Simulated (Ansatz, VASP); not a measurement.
One calculation of Mo, two programs

```
Mo
1.0
     4.42558    0.00000    0.00000
    -2.21279    3.83266    0.00000
     0.00000    0.00000   19.61350
Mo
5
Direct
  0.83333 0.16667 0.42118
  0.16667 0.83333 0.45721
  0.50000 0.50000 0.50000
  0.83333 0.16667 0.54279
  0.16667 0.83333 0.57882
```

Alike in both runs: functional PBEsol; k mesh 9 × 9 × 1; occupations fermi-dirac, width 0.05 eV; no spin polarisation.

Ansatz relaxed the structure, and its values are those at the end. VASP's run is a single point on that final structure, the one shown.

|  | VASP | Ansatz |
| --- | --- | --- |
| version | VASP 6.6.1 | Ansatz 0.2.0 |
| potentials or method | VASP PAW PBE potentials, release 64 (Mo_sv) | PAW with Ansatz's default frozen-core files, scalar-relativistic |
| plane-wave cutoff (eV) | 520 | 420 |
| valence electrons in the cell | 70 | 70 |

```csv
,VASP,Ansatz,Ansatz less VASP
rms of the force components (eV/Å),0.040,0.001,-0.0393
```

VASP's potentials were made for PBE, not for PBEsol. With one functional, cell and mesh, what is left measures potentials, basis and numerics. Ansatz's warnings: stress scf threshold loose.
